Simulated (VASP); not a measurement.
A run of VASP 6.6.1:

INCAR

```
  PREC = Accurate
  ENCUT = 520
  EDIFF = 1E-7
  ISMEAR = -1
  SIGMA = 0.02
  LREAL = Auto
  LASPH = True
  NELM = 150
  ALGO = Normal
  ISIF = 2
  LWAVE = False
  LCHARG = True
  ISPIN = 2
  MAGMOM = 0 0 0 0 0 0 0 0 0 0 0 0 0 0 0 0 1
  LORBIT = 11
  GGA = PS
  LELF = True
  LVHAR = True
  NBANDS = 52
```

KPOINTS

```
Automatic mesh
0
Gamma
  2 2 2
```

POSCAR

```
Si16C
1.0
    0.0000000000      5.4300000000      5.4300000000
    5.4300000000      0.0000000000      5.4300000000
    5.4300000000      5.4300000000      0.0000000000
Si C
16 1
Direct
    0.0031675875     -0.0095948435      0.0134990792
    0.1502209945      0.0709023941      0.1526887661
    0.0205985267     -0.0137108656      0.5180202578
    0.1421270718      0.1224033149      0.6256077348
    0.0144106814      0.4512062615      0.0114825046
    0.0958195212      0.6180294659      0.1193922652
    0.0333517495      0.5018416206      0.4729834254
    0.1261602210      0.6113904236      0.6501933702
    0.5144106814     -0.0013351750     -0.0610589319
    0.6234162063      0.1071178637      0.0955709024
    0.4932872928      0.0129742173      0.4776887661
    0.6729189687      0.1648710866      0.5333793738
    0.4951197053      0.4772559853     -0.0015469613
    0.6426427256      0.5772836096      0.1243370166
    0.4809208103      0.5751381215      0.5769429098
    0.6969889503      0.6934898711      0.6665285451
    0.6752670350      0.4315101289      0.3915285451
```

Potentials or basis: VASP PAW PBE potentials, release 64 (Si, C).

Launch:

```sh
$ cat potpaw_PBE.64/Si/POTCAR potpaw_PBE.64/C/POTCAR > POTCAR
$ mpirun -np 1 vasp_std > vasp.out
```

Hardware: 1 thread of Oxide Virtual Turin-like Processor, with other jobs on the host.

Question: How long does it take, and how much memory?

Answer: Run time: 14 min on 1 thread of Oxide Virtual Turin-like Processor (shared host), peak memory 0.68 GiB. Counts: scf iterations 17, k points 8.
